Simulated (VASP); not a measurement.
Input of a VASP 6.6.1 run:

INCAR

```
SYSTEM = Re
ALGO = Normal
EDIFF = 1E-6
ENCUT = 520
GGA = PE
ISIF = 2
ISMEAR = 0
LASPH = .True.
LCHARG = .False.
LREAL = .False.
LWAVE = .False.
NBANDS = 10
NELM = 100
PREC = Accurate
SIGMA = 0.15
```

The input KPOINTS:

```
k-points
0
Gamma
  10 10 10
  0 0 0
```

File POSCAR:

```
Re
1.0
    0.0000000000      1.9346519382      2.0368015606
    1.9346519382      0.0000000000      2.0368015606
    1.9346519382      1.9346519382      0.0000000000
Re
1
Direct
    0.0000000000      0.0000000000      0.0000000000
```

Potentials or basis: VASP PAW PBE potentials, release 64 (Re).

Command:

```console
$ cat potpaw_PBE.64/Re/POTCAR > POTCAR
$ mpirun -np 1 vasp_std > vasp.out
```

(1) Estimate the pressure.

## Answers

(1) -6.1 GPa.
